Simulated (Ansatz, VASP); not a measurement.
**Two plane-wave programs on Co**

```xyz
1
Lattice="2.3442 0.0000 0.0000 0.0000 2.3442 0.0000 0.0000 0.0000 2.3442" Properties=species:S:1:pos:R:3 pbc="T T T"
Co    0.0000    0.0000    0.0000
```

Alike in both runs: task single point; functional PBE; k mesh 15 × 15 × 15; occupations fermi-dirac, width 0.1 eV; no spin polarisation.

```csv
,VASP,Ansatz
version,VASP 6.6.1,Ansatz 0.2.0
potentials or method,"VASP PAW PBE potentials, release 64 (Co), cutoff 520 eV","plane waves (420 eV) with PAW, scalar-relativistic"
valence electrons in the cell,9,17
```

Ansatz gave:

```
pressure (GPa) : -11.6
```

Question: What did VASP give for the same quantities?

Answer: Pressure (GPa): -12.0.

VASP's potentials hold 9 valence electrons a cell and Ansatz's 17, so a difference there can come from the potentials and not from the codes.
